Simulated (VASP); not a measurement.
# PbS (P-6m2) in VASP: elastic constants with LDA

Aim: the elastic constants of PbS with LDA.

Everything below comes from runs of VASP 6.6.1. Logs are shortened: lines on timing, memory, paths and dates and some standing lists are left out, and cuts for length are marked.

## Step 1: The cell of the first run

Symmetry: P-6m2, No. 187, hexagonal system. The conventional cell has a = 3.941 Å, b = 3.941 Å, c = 3.724 Å, α = 90.00°, β = 90.00°, γ = 120.00°. Pb (site symmetry -6m2) has 6 S at 2.94 Å and 8 Pb at 3.72 to 3.94 Å within 4.0 Å. Within 4.0 Å of S (site symmetry -6m2) lie 6 Pb at 2.94 Å and 8 S at 3.72 to 3.94 Å.

## Step 2: Elastic constants, LDA

INCAR

```
SYSTEM = PbS
PREC = Accurate ; ENCUT = 600
EDIFF = 1E-8 ; ISMEAR = -1
SIGMA = 0.05 ; LREAL = .FALSE.
LASPH = .TRUE. ; NELM = 80
ALGO = Normal ; ISIF = 3
LWAVE = .FALSE. ; LCHARG = .FALSE.
NBANDS = 17 ; IBRION = 6
NFREE = 2 ; POTIM = 0.015
NSW = 1
```

KPOINTS

```
Automatic mesh
0
G
  6 6 6
  0 0 0
```

POSCAR

```
PbS
1.0
    3.9412253306      0.0000000000      0.0000000000
   -1.9706126653      3.4132012583      0.0000000000
    0.0000000000      0.0000000000      3.7238882790
Pb S
1 1
Direct
    0.0000000000      0.0000000000      0.0000000000
    0.6666666667      0.3333333333      0.5000000000
```

Potentials or basis: VASP PAW LDA potentials, release 64 (Pb_d, S).

Command:

```bash
cat potpaw_LDA.64/Pb_d/POTCAR potpaw_LDA.64/S/POTCAR > POTCAR
mpirun -np 1 vasp_std > vasp.out
```

OUTCAR:

```text
SYSTEM = PbS
   PREC = Accurate
   ENCUT = 600
   EDIFF = 1E-8
   ISMEAR = -1
   LREAL = .FALSE.
   LASPH = .TRUE.
   NELM = 80
   ISIF = 3
   IBRION = 6
   NFREE = 2
   POTIM = 0.015
   NSW = 1

 ion  position               nearest neighbor table
   1  0.000  0.000  0.000-   2 2.94   2 2.94   2 2.94   2 2.94   2 2.94   2 2.94
   2  0.667  0.333  0.500-   1 2.94   1 2.94   1 2.94   1 2.94   1 2.94   1 2.94

  LATTYP: Found a hexagonal cell.
 ALAT       =     3.9412253306
 C/A-ratio  =     0.9448554616

  Lattice vectors:

 A1 = (   3.9412253306,   0.0000000000,   0.0000000000)
 A2 = (  -1.9706126653,   3.4132012583,   0.0000000000)
 A3 = (   0.0000000000,   0.0000000000,   3.7238882790)

Analysis of symmetry for initial positions (statically):
=====================================================================
 Subroutine PRICEL returns:
 Original cell was already a primitive cell.

 Routine SETGRP: Setting up the symmetry group for a
 hexagonal supercell.

 Subroutine GETGRP returns: Found 12 space group operations
 (whereof 12 operations were pure point group operations)
 out of a pool of 24 trial point group operations.

The static configuration has the point symmetry D_3h.

Analysis of symmetry for dynamics (positions and initial velocities):
=====================================================================
 Subroutine PRICEL returns:
 Original cell was already a primitive cell.

 Routine SETGRP: Setting up the symmetry group for a
 hexagonal supercell.

 Subroutine GETGRP returns: Found 12 space group operations
 (whereof 12 operations were pure point group operations)
 out of a pool of 24 trial point group operations.

The dynamic configuration has the point symmetry D_3h.

 Subroutine INISYM returns: Found 12 space group operations
 (whereof 12 operations are pure point group operations),
 and found     1 'primitive' translations

----------------------------------------------------------------------------------------

                                     Primitive cell

  volume of cell :      50.0945

  direct lattice vectors                    reciprocal lattice vectors
     3.941225331  0.000000000  0.000000000     0.253728198  0.146490043  0.000000000
    -1.970612665  3.413201258  0.000000000     0.000000000  0.292980087  0.000000000
     0.000000000  0.000000000  3.723888279     0.000000000  0.000000000  0.268536520

  length of vectors
     3.941225331  3.941225331  3.723888279     0.292980087  0.292980087  0.268536520

  position of ions in fractional coordinates (direct lattice)
     0.000000000  0.000000000  0.000000000
     0.666666667  0.333333333  0.500000000

  ion indices of the primitive-cell ions
   primitive index   ion index
                 1           1
                 2           2

----------------------------------------------------------------------------------------

 KPOINTS: Automatic mesh

Automatic generation of k-mesh.
 Grid dimensions read from file:
 generate k-points for:    6    6    6

 Generating k-lattice:

  Cartesian coordinates                     Fractional coordinates (reciprocal lattice)
     0.042288033  0.024415007  0.000000000     0.166666667  0.000000000  0.000000000
[... 104 lines left out ...]
  ext. energy  EPLUGINS =         0.00000000
  ---------------------------------------------------
  free energy    TOTEN  =        -9.75637394 eV

  energy without entropy =       -9.75470635  energy(sigma->0) =       -9.75554015

------------------------ aborting loop because EDIFF is reached ----------------------------------------

  FORCE on cell =-STRESS in cart. coord.  units (eV):
  Direction    XX          YY          ZZ          XY          YZ          ZX
  --------------------------------------------------------------------------------------
  -------------------------------------------------------------------------------------
  Total        0.0165531      0.0165531      0.0402059     -0.0000000     -0.0000000     -0.0000000
  in kB        0.5294186      0.5294186      1.2859102     -0.0000000     -0.0000000     -0.0000000
  external PRESSURE =       0.7815825 kB  Pullay stress =       0.0000000 kB
[... 89 lines left out ...]
  FREE ENERGIE OF THE ION-ELECTRON SYSTEM (eV)
  ---------------------------------------------------
  free  energy   TOTEN  =        -9.7536423202 eV

  energy  without entropy=       -9.7520799422  energy(sigma->0) =       -9.75286113

[... ionic steps 4 to 18 ...]

--------------------------------------- Ionic step       19  -------------------------------------------

 number of electron      19.9999998 magnetization

------------------------ aborting loop because EDIFF is reached ----------------------------------------
[... 67 lines left out ...]
--------------------------------------- Ionic step       21  -------------------------------------------

 number of electron      19.9999997 magnetization

 Free energy of the ion-electron system (eV)
  ---------------------------------------------------
  ext. energy  EPLUGINS =         0.00000000
  ---------------------------------------------------
  free energy    TOTEN  =        -9.75643092 eV

  energy without entropy =       -9.75476219  energy(sigma->0) =       -9.75559655

 E-fermi :   6.1036     XC(G=0): -10.2134

 val. band max:        5.5445657542   @ k =   0.1667   0.1667   0.1667
 cond. band min:       6.2266226591   @ k =   0.3333   0.1667   0.5000
 fundamental gap:      0.6820569049
 Fermi energy:         6.1035758462

 k-point     1 :       0.0000    0.0000    0.0000
  band No.  band energies     occupation
      1     -10.8903      2.00000
      2     -10.8553      2.00000
      3     -10.8553      2.00000
      4     -10.7355      2.00000
      5     -10.7355      2.00000
      6      -7.7862      2.00000
[... 457 lines left out ...]
      4     -10.7759      2.00000
      5     -10.6928      2.00000
      6      -5.8412      2.00000
[... 9 lines left out ...]
     16      16.7387      0.00000
     17      18.7720      0.00000

 [... further k-points ...]

------------------------ aborting loop because EDIFF is reached ----------------------------------------

  FORCE on cell =-STRESS in cart. coord.  units (eV):
  Direction    XX          YY          ZZ          XY          YZ          ZX
  --------------------------------------------------------------------------------------
  -------------------------------------------------------------------------------------
  Total        0.0172520      0.0172520      0.0431068      0.0000000      0.0000000      0.0000000
  in kB        0.5517713      0.5517713      1.3786888      0.0000000      0.0000000      0.0000000
  external PRESSURE =       0.8274105 kB  Pullay stress =       0.0000000 kB
[... 17 lines left out ...]
  FREE ENERGIE OF THE ION-ELECTRON SYSTEM (eV)
  ---------------------------------------------------
  free  energy   TOTEN  =        -9.7564309163 eV

  energy  without entropy=       -9.7547621854  energy(sigma->0) =       -9.75559655

 INTERNAL STRAIN TENSORS FROM STRAINED CELLS
 ============================================

 INTERNAL STRAIN TENSOR FOR ION    1 for displacements in x,y,z  (eV/Angst):
          X           Y           Z          XY          YZ          ZX
  --------------------------------------------------------------------------------
  x     0.00000     0.00000     0.00000     0.95257     0.00000     0.00000
  y     0.93785    -0.94966    -0.00000    -0.00007    -0.00006    -0.00029
  z     0.00000     0.00000     0.00000     0.00000     0.00449     0.00000

 INTERNAL STRAIN TENSORS FROM DISPLACED ATOMS
 ============================================

 INTERNAL STRAIN TENSOR FOR ION    1 for displacements in x,y,z  (eV/Angst):
          X           Y           Z          XY          YZ          ZX
  --------------------------------------------------------------------------------
  x     0.00000     0.00000     0.00000     0.96762     0.00000     0.00000
  y     0.96762    -0.96762     0.00000     0.00000     0.00000     0.00000
  z     0.00000     0.00000     0.00000     0.00000    -0.00000     0.00000

 INTERNAL STRAIN TENSOR FOR ION    2 for displacements in x,y,z  (eV/Angst):
          X           Y           Z          XY          YZ          ZX
  --------------------------------------------------------------------------------
  x     0.00000     0.00000     0.00000    -0.96502     0.00000     0.00000
  y    -0.96502     0.96502     0.00000     0.00000     0.00000     0.00000
  z     0.00000     0.00000     0.00000     0.00000     0.00000     0.00000

 Eigenvectors and eigenvalues of the dynamical matrix
 ----------------------------------------------------

   1 f  =    4.389820 THz    27.582055 2PiTHz  146.428647 cm-1    18.154830 meV
             X         Y         Z           dx          dy          dz
      0.000000  0.000000  0.000000     0.365711    0.000000   -0.000000
      1.970613  1.137734  1.861944    -0.930728    0.000000    0.000000
[... 21 lines left out ...]
   6 f/i=    2.111723 THz    13.268347 2PiTHz   70.439496 cm-1     8.733380 meV
             X         Y         Z           dx          dy          dz
      0.000000  0.000000  0.000000    -0.000000    0.000000   -0.366872
      1.970613  1.137734  1.861944     0.000000    0.000000    0.930271

--------------------------------------------------------------------------------------------------------

 ELASTIC MODULI CONTR FROM IONIC RELAXATION (kBar)
 Direction    XX          YY          ZZ          XY          YZ          ZX
 --------------------------------------------------------------------------------
 XX         -13.6518     13.6518      0.0000      0.0000      0.0000      0.0000
 YY          13.6518    -13.6518      0.0000      0.0000      0.0000      0.0000
 ZZ           0.0000      0.0000      0.0000      0.0000      0.0000      0.0000
 XY           0.0000      0.0000      0.0000    -13.6518     -0.0000      0.0000
 YZ           0.0000      0.0000      0.0000     -0.0000     -0.0000      0.0000
 ZX           0.0000      0.0000      0.0000      0.0000      0.0000      0.0000
 --------------------------------------------------------------------------------

 TOTAL ELASTIC MODULI (kBar)
 Direction    XX          YY          ZZ          XY          YZ          ZX
 --------------------------------------------------------------------------------
 XX         668.9893    549.2664    469.4119      0.0000      0.0000     -0.0000
 YY         549.2664    668.9893    469.4119      0.0000      0.0000      0.0000
 ZZ         469.4119    469.4119   1487.0478      0.0000      0.0000      0.0000
 XY           0.0000      0.0000      0.0000     59.8615     -0.0000      0.0000
 YZ           0.0000      0.0000      0.0000     -0.0000    251.9227      0.0000
 ZX           0.0000      0.0000      0.0000      0.0000      0.0000    251.9226
 --------------------------------------------------------------------------------
```

Wall time 8 min (1 thread of Intel Xeon Platinum 8488C (Sapphire Rapids), shared host); peak memory 0.29 GiB.

What came out:

```
Voigt bulk modulus                                      : 64 GPa
Highest phonon frequency at Γ, LO-TO splitting left out : 146 cm⁻¹
Most unstable mode                                      : 70i cm⁻¹
```

Phonon frequencies in cm⁻¹ (negative: imaginary):
| q point | frequencies |
| --- | --- |
| (0.000, 0.000, 0.000) | -70 0 0 0 146 146 |

Elastic tensor in Voigt notation (GPa, in the Cartesian axes of the cell as first typed):
```
 67  55  47   0   0   0
 55  67  47   0   0   0
 47  47 149   0   0   0
  0   0   0  25   0   0
  0   0   0   0  25   0
  0   0   0   0   0   6
```

Clamped-ion elastic tensor (GPa):
```
 68  54  47   0   0   0
 54  68  47   0   0   0
 47  47 149   0   0   0
  0   0   0  25   0   0
  0   0   0   0  25   0
  0   0   0   0   0   7
```

Caveat: some modes are imaginary; spin-orbit coupling is left out, which moves the levels of the heavy elements.
